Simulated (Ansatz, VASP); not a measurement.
## MgO: VASP beside Ansatz

INCAR

```
SYSTEM = MgO
PREC = Accurate
ENCUT = 520
EDIFF = 1E-6
ISMEAR = 0
SIGMA = 0.05
LREAL = .False.
LASPH = .True.
NELM = 60
ALGO = Normal
ISIF = 2
LWAVE = .False.
LCHARG = .True.
GGA = PE
LELF = .True.
LVHAR = .True.
NBANDS = 16
```

File KPOINTS:

```
Automatic mesh
0
Gamma
  8 8 6
  0 0 0
```

Contents of POSCAR:

```
MgO
1.0
    0.0000000000     -2.1351500000     -2.1351500000
    0.0000000000      2.1351500000     -2.1351500000
    4.2703000000      0.0000000000      0.0000000000
Mg O
2 2
Direct
    0.5000000000      0.5000000000      0.4991577445
    0.0000000000      0.0000000000      0.0008422555
    0.5000000000      0.5000000000     -0.0070252675
    0.0000000000      0.0000000000      0.5070252675
```

Input for Ansatz:

```yaml
crystal:
  lattice:
    - [0.0, -2.13515, -2.13515]
    - [0.0, 2.13515, -2.13515]
    - [4.2703, 0.0, 0.0]
  atoms:
    - { symbol: Mg, position: [0.5, 0.5, 0.4991577445] }
    - { symbol: Mg, position: [0.0, 0.0, 0.0008422555] }
    - { symbol: O, position: [0.5, 0.5, -0.0070252675] }
    - { symbol: O, position: [0.0, 0.0, 0.5070252675] }
basis:
  ecutwfc: 420
kpoints:
  mp_grid: { grid: [8, 8, 6] }
hamiltonian:
  xc: pbe
scf:
  occupations: { method: gaussian, width: 0.05 }
output:
  forces: true
  stress: true
  eigenvalues: true
```

Change from the starting cell: mode 12 (519.3 1/cm) frozen in, largest displacement +0.030 Å.

Alike in both runs: task single point; functional PBE; k mesh 8 × 8 × 6; occupations gaussian, width 0.05 eV; no spin polarisation.

|  | VASP | Ansatz |
| --- | --- | --- |
| version | VASP 6.6.1 | Ansatz 0.2.0 |
| potentials or method | VASP PAW PBE potentials, release 64 (Mg, O), cutoff 520 eV | scalar-relativistic, plane waves, PAW |
| valence electrons in the cell | 16 | 32 |

|  | VASP | Ansatz | Ansatz less VASP |
| --- | --- | --- | --- |
| gap on the k mesh at the Fermi level (eV) | 4.32 | 4.34 | +0.017 |
| least direct gap on the mesh (eV) | 4.32 | 4.34 | +0.017 |
| pressure (GPa) | -2.3 | -1.6 | +0.74 |
| traceless stress, the component that is largest in VASP (GPa) | 0.06 | 0.06 | -0.001 |
| rms of the force components (eV/Å) | 0.200 | 0.198 | -0.0027 |

Atom by atom the forces differ by 0.003 eV/Å (rms over components). VASP's potentials hold 16 valence electrons a cell and Ansatz's 32, so a difference there can come from the potentials and not from the codes.
